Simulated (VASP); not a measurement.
# Ga25N23 (a cell with a defect) in VASP: single point with PBE

Aim: the single point of Ga25N23 (a cell with a defect) with PBE.

Everything below comes from runs of VASP 6.6.1. Logs are shortened: lines on timing, memory, paths and dates and some standing lists are left out, and cuts for length are marked.

## 1. The cell of the first run

The cell holds a defect, 48 atoms: a = 8.302 Å, b = 8.302 Å, c = 8.302 Å, α = 84.36°, β = 84.36°, γ = 84.36°.

## 2. Single point, PBE

File INCAR:

```
SYSTEM = Ga25N23
  PREC = Accurate
  ENCUT = 520
  EDIFF = 1E-6
  ISMEAR = 0
  SIGMA = 0.01
  LREAL = Auto
  LASPH = .TRUE.
  NELM = 100
  ALGO = Fast
  ISIF = 2
  LWAVE = .FALSE.
  LCHARG = .FALSE.
  GGA = PE
  NELECT = 442.0
  NBANDS = 250
```

File KPOINTS:

```
regular mesh
0
G
  2 2 2
  0 0 0
```

File POSCAR:

```
Ga25N23
1.0
   -3.2183708174      5.5743817732      5.2431684262
   -3.2183708173     -5.5743817732      5.2431684262
    6.4367416346      0.0000000001      5.2431684262
Ga N
25 23
Direct
    0.3161952735      0.6495286068      0.4828619401
    0.6626868003      0.5003474123      0.3319332396
    1.0093273174      0.8352984094      0.6661354505
    0.1670140790      0.4985999063      0.8293534669
    0.5019650761      0.8328021172      0.1759939841
    0.1652665730      0.9960201336      0.3336807456
    0.4994687838      0.3426606508      0.6686317427
    0.8380726897      0.6653697658      0.9999507608
    0.8332840941      0.1714060231      0.4987030992
    0.3320364325      0.1666174275      1.0047393564
    0.6621664294      0.9954997627      0.8288330960
    0.9982551977      0.3315885310      0.1649218644
    0.6972401667      0.8410662555      0.4889885513
    0.9978264413      0.6633840663      0.3237283781
    0.3223218846      1.0305735001      0.6743995889
    0.5077329222      0.6556552179      0.8639068334
    0.8374081328      1.0000938304      0.1594248187
    0.4990694127      0.1641076754      0.3389755162
    0.8307743420      0.5056421828      0.6657360793
    0.1723088495      0.8324027460      0.9974410087
    0.1570617114      0.3311597746      0.4967173997
    0.6667604970      0.3260914854      1.0040747995
    0.9927581521      0.1707414662      0.8334271637
    0.3300507330      0.4903950448      0.1644931080
    0.4569879333      0.7903212666      0.6236546000
    0.7976253441      0.6197728236      0.4513245514
    0.1198650462      0.9665906565      0.7979692251
    0.2864394903      0.6179912181      0.9642920107
    0.6332573232      0.9646358918      0.2865317129
    0.2846578847      0.1309586774      0.4531061569
    0.6313025584      0.4531983795      0.7999239899
    0.9632916662      0.7927260460      0.1200603608
    0.9533936941      0.2966249995      0.6260593794
    0.4593927127      0.2867270274      0.1299583328
    0.7898062787      0.1231396120      0.9564729453
    0.1229457921      0.4562791254      0.2896124587
    0.4565292833      0.6169116541      0.2783122776
    0.7920199190      0.4571875534      0.1250970486
    0.1116456109      0.7898626167      0.4502449875
    0.2835783208      0.4449789442      0.6231959500
    0.6328281002      0.7934445099      0.9732799587
    0.2945195891      0.9568518728      0.1270005176
    0.6235185395      0.2936671843      0.4611862557
    0.9603338510      0.6278529224      0.7901852061
    0.9584303819      0.1253532523      0.2905208868
    0.4601111765      0.1399466254      0.7994947668
    0.8066132921      0.9661614335      0.6267778432
    0.1238542201      0.2917637152      0.9586865856
```

Potentials or basis: VASP PAW PBE potentials, release 64 (Ga_d, N).

On the command line:

```sh
$ cat potpaw_PBE.64/Ga_d/POTCAR potpaw_PBE.64/N/POTCAR > POTCAR
$ mpirun -np 1 vasp_std > vasp.out
```

OUTCAR:

```text
SYSTEM = Ga25N23
   PREC = Accurate
   ENCUT = 520
   EDIFF = 1E-6
   ISMEAR = 0
   LREAL = Auto
   LASPH = .TRUE.
   NELM = 100
   ISIF = 2
   GGA = PE
   NELECT = 442.0

 ion  position               nearest neighbor table
   1  0.316  0.650  0.483-  37 1.99  39 1.99  40 1.99  25 2.21
   2  0.663  0.500  0.332-  37 1.95  26 1.96  43 1.97  38 1.98
   3  0.009  0.835  0.666-  47 1.95  39 1.96  27 1.96  44 1.97
   4  0.167  0.499  0.829-  40 1.95  28 1.96  44 1.97  48 1.98
   5  0.502  0.833  0.176-  41 1.95  37 1.96  29 1.96  42 1.97
   6  0.165  0.996  0.334-  39 1.95  30 1.96  42 1.97  45 1.98
[... 40 lines left out ...]
  47  0.807  0.966  0.627-   9 1.94   3 1.95  13 1.96  11 1.98
  48  0.124  0.292  0.959-  12 1.95  10 1.98   4 1.98  23 1.98

  LATTYP: Found a trigonal (rhomboedric) cell.
 ALAT       =     8.3019550720
 COS(alpha) =     0.0982987825

  Lattice vectors:

 A1 = (  -3.2183708174,   5.5743817732,   5.2431684262)
 A2 = (  -3.2183708173,  -5.5743817732,   5.2431684262)
 A3 = (   6.4367416346,   0.0000000001,   5.2431684262)

Analysis of symmetry for initial positions (statically):
=====================================================================
 Subroutine PRICEL returns:
 Original cell was already a primitive cell.

 Routine SETGRP: Setting up the symmetry group for a
 trigonal (rhombohedral) supercell.

 Subroutine GETGRP returns: Found  3 space group operations
 (whereof  1 operations were pure point group operations)
 out of a pool of 12 trial point group operations.

The static configuration has the point symmetry C_1 .
 The point group associated with its full space group is C_3 .

Analysis of symmetry for dynamics (positions and initial velocities):
=====================================================================
 Subroutine PRICEL returns:
 Original cell was already a primitive cell.

 Routine SETGRP: Setting up the symmetry group for a
 trigonal (rhombohedral) supercell.

 Subroutine GETGRP returns: Found  3 space group operations
 (whereof  1 operations were pure point group operations)
 out of a pool of 12 trial point group operations.

The dynamic configuration has the point symmetry C_1 .
 The point group associated with its full space group is C_3 .

 Subroutine INISYM returns: Found  3 space group operations
 (whereof  1 operations are pure point group operations),
 and found     1 'primitive' translations

----------------------------------------------------------------------------------------

                                     Primitive cell

  volume of cell :     564.3881

  direct lattice vectors                    reciprocal lattice vectors
    -3.218370817  5.574381773  5.243168426    -0.051786036  0.089696045  0.063574790
    -3.218370817 -5.574381773  5.243168426    -0.051786036 -0.089696045  0.063574790
     6.436741635  0.000000000  5.243168426     0.103572072  0.000000000  0.063574790

  length of vectors
     8.301955072  8.301955072  8.301955072     0.121527478  0.121527478  0.121527478

  position of ions in fractional coordinates (direct lattice)
     0.316195273  0.649528607  0.482861940
     0.662686800  0.500347412  0.331933240
     0.009327317  0.835298409  0.666135451
     0.167014079  0.498599906  0.829353467
     0.501965076  0.832802117  0.175993984
     0.165266573  0.996020134  0.333680746
[... 40 lines left out ...]
     0.806613292  0.966161433  0.626777843
     0.123854220  0.291763715  0.958686586

  ion indices of the primitive-cell ions
   primitive index   ion index
                 1           1
                 2           2
                 3           3
                 4           4
                 5           5
                 6           6
[... 40 lines left out ...]
                47          47
                48          48

----------------------------------------------------------------------------------------

 KPOINTS: regular mesh

Automatic generation of k-mesh.
 Grid dimensions read from file:
 generate k-points for:    2    2    2

 Generating k-lattice:

  Cartesian coordinates                     Fractional coordinates (reciprocal lattice)
    -0.025893018  0.044848023  0.031787395     0.500000000 -0.000000000  0.000000000
    -0.025893018 -0.044848023  0.031787395     0.000000000  0.500000000  0.000000000
     0.051786036  0.000000000  0.031787395     0.000000000  0.000000000  0.500000000

  Length of vectors
     0.060763739  0.060763739  0.060763739

  Shift w.r.t. Gamma in fractional coordinates (k-lattice)
     0.000000000  0.000000000  0.000000000

 Subroutine IBZKPT returns following result:
 ===========================================

 Found      4 irreducible k-points:

 Following reciprocal coordinates:
            Coordinates               Weight
  0.000000  0.000000  0.000000      1.000000
  0.500000  0.000000 -0.000000      3.000000
  0.500000  0.500000 -0.000000      3.000000
  0.500000  0.500000  0.500000      1.000000
   k-points           NKPTS =      4   k-points in BZ     NKDIM =      4   number of bands    NBANDS=    250
   number of dos      NEDOS =    301   number of ions     NIONS =     48
   total plane-waves  NPLWV = 262144
   dimension x,y,z NGX =    64 NGY =   64 NGZ =   64
   dimension x,y,z NGXF=   128 NGYF=  128 NGZF=  128
   ions per type =              25  23
   NGX,Y,Z   is equivalent  to a cutoff of  12.82, 12.82, 12.82 a.u.
   NGXF,Y,Z  is equivalent  to a cutoff of  25.63, 25.63, 25.63 a.u.
 SYSTEM =  Ga25N23
   PREC   = accura    normal or accurate (medium, high low for compatibility)
   ISTART =      0    job   : 0-new  1-cont  2-samecut
   ICHARG =      2    charge: 1-file 2-atom 10-const
   ISPIN  =      1    spin polarized calculation?
   LNONCOLLINEAR =      F non collinear calculations
   LSORBIT =      F    spin-orbit coupling
   LASPH  =      T    aspherical Exc in radial PAW
   ENCUT  =  520.0 eV  38.22 Ry    6.18 a.u.  15.44 15.44 15.44*2*pi/ulx,y,z
   NELM   =    100;   NELMIN=  2; NELMDL= -5     # of ELM steps
   EDIFF  = 0.1E-05   stopping-criterion for ELM
   LREAL  =      T    real-space projection
   EDIFFG = 0.1E-04   stopping-criterion for IOM
   NSW    =      0    number of steps for IOM
   IBRION =     -1    ionic relax: 0-MD 1-quasi-New 2-CG
   NFREE  =      0    steps in history (QN), initial steepest desc. (CG)
   ISIF   =      2    stress and relaxation
   ISYM   =      2    0-nonsym 1-usesym 2-fastsym
   POTIM  = 0.5000    time-step for ionic-motion
   TEBEG  =    0.0;   TEEND  =   0.0 temperature during run
   PSTRESS=    0.0 pullay stress
   NELECT =     442.0000    total number of electrons
   NUPDOWN=      -1.0000    fix difference up-down
   EMIN   =  10.00;   EMAX   =-10.00  energy-range for DOS
   EFERMI =   0.00;   METHOD = LEGACY
   ISMEAR =     0;   SIGMA  =   0.01  broadening in eV -4-tet -1-fermi 0-gaus
   EFERMI_NEDOS =   21; number of points for ismear=-14 and -15
   IALGO  =     68    algorithm
   IMIX   =      4    mixing-type and parameters
     AMIX     =   0.40;   BMIX     =  1.00
     AMIX_MAG =   1.60;   BMIX_MAG =  1.00
  volume/ion in A,a.u.               =      11.76        79.35
  Fermi-wavevector in a.u.,A,eV,Ry     =   1.509001  2.851599 30.981625  2.277085
  Thomas-Fermi vector in A             =   2.619381
   LORBIT       =      0    0 simple, 1 ext, 2 COOP (PROOUT), +10 PAW based schemes
   GGA     = PE    functional components
   LHFCALC =     F    Hartree Fock is set to
   AEXX    =    0.0000 exact exchange contribution
   IVDW    =     0    specifies the selected vdW correction
   LEPSILON=     F    determine dielectric tensor
   LRPA    =     F    only Hartree local field effects (RPA)
 non-spin polarized calculation
 RMM-DIIS sequential band-by-band and
 Gauss-broadening in eV      SIGMA  =   0.01
  energy-cutoff  :      520.00
  volume of cell :      564.39
 maximum number of plane-waves:     15230
 NGX is ok and might be reduce to    64
   NGX = 31   NGY = 31   NGZ = 31

 number of electron     442.0000014 magnetization

 Free energy of the ion-electron system (eV)
  ---------------------------------------------------
  ext. energy  EPLUGINS =         0.00000000
  ---------------------------------------------------
  free energy    TOTEN  =      -265.98428652 eV

  energy without entropy =     -265.98287351  energy(sigma->0) =     -265.98358002

 E-fermi :   7.1207     XC(G=0): -11.6637

 val. band max:        7.1206521074   @ k =   0.0000   0.0000   0.0000
 cond. band min:       7.1206765221   @ k =   0.0000   0.0000   0.0000
 fundamental gap:      0.0000244147
 Fermi energy:         7.1206675696

 k-point     1 :       0.0000    0.0000    0.0000
  band No.  band energies     occupation
      1     -10.7577      2.00000
      2     -10.0759      2.00000
      3     -10.0758      2.00000
      4     -10.0565      2.00000
      5     -10.0147      2.00000
      6     -10.0147      2.00000
[... 225 lines left out ...]
    232      10.1873      0.00000
    233      10.4794      0.00000

 k-point     2 :       0.5000    0.0000   -0.0000
  band No.  band energies     occupation
      1     -10.5633      2.00000
      2     -10.4448      2.00000
      3     -10.0428      2.00000
      4     -10.0144      2.00000
      5      -9.9921      2.00000
      6      -9.9784      2.00000
[... 225 lines left out ...]
    232      10.3096      0.00000
    233      10.3347      0.00000

 k-point     3 :       0.5000    0.5000   -0.0000
  band No.  band energies     occupation
      1     -10.3888      2.00000
      2     -10.3507      2.00000
      3     -10.3057      2.00000
      4     -10.1760      2.00000
      5      -9.9947      2.00000
      6      -9.9761      2.00000
[... 225 lines left out ...]
    232      10.2504      0.00000
    233      10.2996      0.00000

 k-point     4 :       0.5000    0.5000    0.5000
  band No.  band energies     occupation
      1     -10.2874      2.00000
      2     -10.2421      2.00000
      3     -10.1898      2.00000
      4     -10.1898      2.00000
      5     -10.1679      2.00000
      6     -10.1001      2.00000
[... 225 lines left out ...]
    232       9.8577      0.00000
    233       9.9632      0.00000
 [bands above 233 left out]

------------------------ aborting loop because EDIFF is reached ----------------------------------------

  FORCE on cell =-STRESS in cart. coord.  units (eV):
  Direction    XX          YY          ZZ          XY          YZ          ZX
  --------------------------------------------------------------------------------------
  -------------------------------------------------------------------------------------
  Total       44.5788705     44.5788705     49.9829820     -0.0000005      0.0000000     -0.0000000
  in kB      126.5498963    126.5498963    141.8910151     -0.0000016      0.0000000     -0.0000000
  external PRESSURE =     131.6636025 kB  Pullay stress =       0.0000000 kB

 VOLUME and BASIS-vectors are now :
 -----------------------------------------------------------------------------
  energy-cutoff  :      520.00
  volume of cell :      564.39
      direct lattice vectors                 reciprocal lattice vectors
    -3.218370817  5.574381773  5.243168426    -0.051786036  0.089696045  0.063574790
    -3.218370817 -5.574381773  5.243168426    -0.051786036 -0.089696045  0.063574790
     6.436741635  0.000000000  5.243168426     0.103572072  0.000000000  0.063574790

 POSITION                                       TOTAL-FORCE (eV/Angst)
 -----------------------------------------------------------------------------------
     -0.00000     -1.85813      7.59518        -0.000000      0.000000      0.463623
     -1.60651      0.90494      7.83837         0.045119     -0.112252      0.163580
      1.56942     -4.60428      7.92118        -0.088879     -0.015145      0.123925
      3.19614     -1.84839      7.83837        -0.119773      0.017052      0.163580
     -3.16295     -1.84421      7.92118         0.031323      0.084544      0.123925
     -1.58963     -4.63094      7.83837         0.074654      0.095200      0.163580
[... 40 lines left out ...]
     -1.67104     -0.88938     12.58126        -0.176298      0.064771      0.275168
      4.83321     -0.93599      7.20571         0.032477     -0.023726     -0.008697
 -----------------------------------------------------------------------------------
    total drift:                               -0.000251      0.001080      0.007034

  FREE ENERGIE OF THE ION-ELECTRON SYSTEM (eV)
  ---------------------------------------------------
  free  energy   TOTEN  =      -265.9842865207 eV

  energy  without entropy=     -265.9828735106  energy(sigma->0) =     -265.98358002
```

Run time: 19 min. Hardware: 1 thread of AMD EPYC 9R45 (Zen 5), shared host; peak memory 0.77 GiB.

What came out:

```
Free energy   : -265.9843 eV
Largest force : 0.863 eV/Å
```

Forces on the atoms (eV/Å):
```
Ga   0.000  0.000  0.464
Ga   0.045 -0.112  0.164
Ga  -0.089 -0.015  0.124
Ga  -0.120  0.017  0.164
Ga   0.031  0.085  0.124
Ga   0.075  0.095  0.164
Ga   0.058 -0.069  0.124
Ga   0.002 -0.127 -0.006
Ga   0.109  0.065 -0.006
Ga  -0.111  0.062 -0.006
Ga   0.000  0.000 -0.252
Ga   0.000  0.000  0.060
Ga   0.655 -0.390 -0.404
Ga   0.120 -0.047 -0.014
Ga   0.011  0.763 -0.404
Ga  -0.666 -0.372 -0.404
Ga   0.085 -0.101 -0.121
Ga   0.180  0.115 -0.077
Ga   0.009 -0.213 -0.077
Ga  -0.189  0.099 -0.077
Ga  -0.020  0.127 -0.014
Ga  -0.130 -0.023 -0.121
Ga   0.045  0.124 -0.121
Ga  -0.101 -0.081 -0.014
Ga   0.000  0.000  0.377
N   -0.258  0.414 -0.034
N    0.230 -0.411  0.062
N    0.487  0.017 -0.034
N   -0.471  0.007  0.062
N   -0.229 -0.430 -0.034
N    0.242  0.404  0.062
N   -0.006  0.018  0.012
N   -0.013 -0.014  0.012
N    0.019 -0.004  0.012
N    0.000  0.000  0.066
N    0.000  0.000 -0.036
N   -0.074  0.077 -0.191
N    0.004  0.040 -0.009
N   -0.029 -0.103 -0.191
N    0.104  0.026 -0.191
N    0.144  0.120  0.275
N    0.011 -0.050 -0.009
N   -0.049  0.015 -0.009
N    0.038  0.035 -0.009
N   -0.037 -0.016 -0.009
N    0.032 -0.185  0.275
N   -0.176  0.065  0.275
N    0.032 -0.024 -0.009
```

Levels at points of the mesh, in eV from the Fermi level:
```tsv
k point	band 219	band 220	band 221	band 222	band 223	band 224
(0.00, 0.00, 0.00)	-0.39	-0.08	0.00	0.00	2.03	2.65
(0.50, 0.00, 0.00)	-0.50	-0.23	-0.03	1.52	1.57	2.58
(0.50, 0.50, 0.00)	-0.37	-0.15	-0.11	2.07	2.13	2.17
(0.50, 0.50, 0.50)	-0.27	-0.08	-0.08	1.90	2.06	2.16
```

Caveat: the k points lie up to 0.38 Å⁻¹ apart; the cell carries a net charge on a neutralising background, which shifts energy and pressure; the cell is charged against a uniform background, so pressure and absolute levels hang on convention.
